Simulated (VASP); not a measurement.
The system is Be3Se2S.

```
CELL_PARAMETERS angstrom
-3.59451 3.53273 -0.02247
3.57272 3.51095 0.01557
1.75694 -1.75906 -7.70363
ATOMIC_POSITIONS crystal
Be 0.99021 0.23467 0.50921
Be 0.49325 0.74127 0.50239
Be 0.67079 0.27045 0.84343
Be 0.18801 0.76319 0.84116
Be 0.32213 0.24858 0.15032
Be 0.81766 0.74009 0.15512
Se 0.85223 0.49415 0.66498
Se 0.34043 0.00039 0.67031
Se 0.15740 0.50782 0.32903
Se 0.66458 0.00285 0.33518
S 0.98187 0.98300 0.99513
S 0.52144 0.51354 0.00373
```

| Quantity | Value |
| --- | --- |
| Program | VASP 6.6.1 |
| Task | relaxation of cell and atoms |
| Functional | PBE |
| Potentials or basis | VASP PAW PBE potentials, release 64 (Be, Se, S) |
| Cutoff | 600 eV |
| k mesh | 4 × 4 × 4 |
| Occupations | gaussian, width 0.1 eV |
| Spin | no spin polarisation |

At the start: pressure 1.5 GPa; volume 16.23 Å³/atom.

Problem. Where does the relaxation end?

Solution. Over 14 steps the energy falls by 44.7 meV/atom and the volume is 16.39 Å³/atom (+1.0 %); space group P1 (No. 1, to 0.1 Å) before, I-4m2 (No. 119, to 0.1 Å).

Step by step:
```csv
step,energy change (eV),largest force (eV/Å),pressure (GPa),volume (Å³)
1,0.0000,1.9430,1.53,194.73
2,-0.4297,0.5990,-0.90,199.12
3,-0.4393,0.5110,-1.22,199.96
4,-0.5011,0.2598,0.02,196.68
5,-0.5057,0.2460,0.49,195.55
6,-0.5195,0.1354,0.06,196.54
7,-0.5232,0.1687,-0.28,197.38
8,-0.5304,0.0875,-0.05,196.81
9,-0.5323,0.0959,0.14,196.34
10,-0.5352,0.0459,-0.01,196.69
11,-0.5355,0.0512,-0.06,196.83
12,-0.5362,0.0251,0.01,196.66
13,-0.5362,0.0269,0.02,196.62
14,-0.5364,0.0097,0.00,196.70
```

Final structure:
```cif
data_structure
_symmetry_space_group_name_H-M 'P 1'
_symmetry_Int_Tables_number 1
_cell_length_a 5.0818
_cell_length_b 5.0815
_cell_length_c 8.0297
_cell_angle_alpha 89.994
_cell_angle_beta 108.445
_cell_angle_gamma 90.002
_cell_volume 196.70
loop_
_atom_site_label
_atom_site_type_symbol
_atom_site_fract_x
_atom_site_fract_y
_atom_site_fract_z
_atom_site_occupancy
Be1 Be 0.99987 0.24980 0.49999 1
Be2 Be 0.49994 0.74963 0.50011 1
Be3 Be 0.67295 0.24995 0.84557 1
Be4 Be 0.17285 0.75032 0.84559 1
Be5 Be 0.32748 0.25022 0.15468 1
Be6 Be 0.82696 0.75003 0.15414 1
Se1 Se 0.83631 0.50004 0.67232 1
Se2 Se 0.33631 0.00001 0.67226 1
Se3 Se 0.16355 0.50001 0.32769 1
Se4 Se 0.66374 0.99972 0.32771 1
S1 S 0.00022 0.00030 0.00009 1
S2 S 0.49983 0.49999 0.99987 1
```
